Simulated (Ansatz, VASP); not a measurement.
# One calculation of AlN, two programs

INCAR

```
  ALGO = Normal
  EDIFF = 1E-6
  ENCUT = 600
  GGA = PE
  GGA_COMPAT = False
  ISIF = 2
  ISMEAR = 0
  LASPH = True
  LCHARG = False
  LREAL = False
  LWAVE = False
  NBANDS = 11
  NELM = 120
  PREC = Accurate
  SIGMA = 0.01
```

KPOINTS

```
k-points
0
Gamma
  8 8 8
```

File POSCAR:

```
AlN
1.0
    0.0000000000      2.2012559908      2.2012559908
    2.2012559908      0.0000000000      2.2012559908
    2.2012559908      2.2012559908      0.0000000000
Al N
1 1
Direct
    0.0000000000      0.0000000000      0.0000000000
    0.2500000000      0.2500000000      0.2500000000
```

Input for Ansatz:

```yaml
crystal:
  lattice:
    - [0.0, 2.2012559908, 2.2012559908]
    - [2.2012559908, 0.0, 2.2012559908]
    - [2.2012559908, 2.2012559908, 0.0]
  atoms:
    - { symbol: Al, position: [0.0, 0.0, 0.0] }
    - { symbol: "N", position: [0.25, 0.25, 0.25] }
basis:
  ecutwfc: 420
kpoints:
  mp_grid: { grid: [8, 8, 8] }
  band_path:
    path:
      - [0.0, 0.0, 0.0]
      - [0.0, 0.0, 0.0]
      - [0.0, 0.0, 0.0]
      - [0.0, 0.0, 0.0]
      - [0.0, 0.0, 0.0]
      - [0.0, 0.0, 0.0]
      - [0.0, 0.0, 0.0]
      - [0.0, 0.0, 0.0]
      - [0.0, 0.0, 0.0]
      - [0.0, 0.0, 0.0]
      - [0.0, 0.0, 0.0]
      - [0.0, 0.0, 0.0]
      - [0.0, 0.0, 0.0]
      - [0.0, 0.0, 0.0]
      - [0.0, 0.0, 0.0]
      - [0.0, 0.0, 0.0]
      - [0.0, 0.0, 0.0]
      - [0.0, 0.0, 0.0]
      - [0.0, 0.0, 0.0]
      - [0.0, 0.0, 0.0]
      - [0.0, 0.0, 0.0]
      - [0.0, 0.0, 0.0]
      - [0.0, 0.0, 0.0]
      - [0.0, 0.0, 0.0]
      - [0.0, 0.0, 0.0]
      - [0.0, 0.0, 0.0]
      - [0.3, 0.3, 0.0]
      - [0.3166666667, 0.3166666667, 0.0]
      - [0.3333333333, 0.3333333333, 0.0]
      - [0.35, 0.35, 0.0]
      - [0.3666666667, 0.3666666667, 0.0]
      - [0.3833333333, 0.3833333333, 0.0]
      - [0.4, 0.4, 0.0]
      - [0.4166666667, 0.4166666667, 0.0]
      - [0.4333333333, 0.4333333333, 0.0]
      - [0.45, 0.45, 0.0]
      - [0.4666666667, 0.4666666667, 0.0]
      - [0.4833333333, 0.4833333333, 0.0]
      - [0.5, 0.5, 0.0]
      - [0.5, 0.5, 0.5]
      - [0.5, 0.5, 0.5]
      - [0.5, 0.5, 0.5]
      - [0.5, 0.5, 0.5]
      - [0.5, 0.5, 0.5]
      - [0.5, 0.5, 0.5]
      - [0.5, 0.5, 0.5]
      - [0.5, 0.5, 0.5]
      - [0.5, 0.5, 0.5]
      - [0.5, 0.5, 0.5]
      - [0.5, 0.5, 0.5]
      - [0.5, 0.5, 0.5]
      - [0.5, 0.5, 0.5]
    npoints: 1
hamiltonian:
  xc: pbe
  pseudopotentials: { kind: paw, azcp: { folder: soft_1 } }
scf:
  occupations: { method: fixed }
  n_extra_bands: 5
output:
  eigenvalues: true
```

Alike in both runs: task single point; functional PBE; k mesh 8 × 8 × 8; no spin polarisation.

```csv
,VASP,Ansatz
version,VASP 6.6.1,Ansatz 0.2.0
potentials or method,"VASP PAW PBE potentials, release 64 (Al, N), cutoff 600 eV","scalar-relativistic, plane waves, PAW"
occupations,"gaussian, width 0.01 eV",fixed
valence electrons in the cell,8,8
```

Ansatz gave:

* gap on the k mesh at the Fermi level (eV): 3.31
* least direct gap on the mesh (eV): 3.98

Q: Which values does VASP return?

A: gap on the k mesh at the Fermi level (eV): 3.31; least direct gap on the mesh (eV): 3.99.
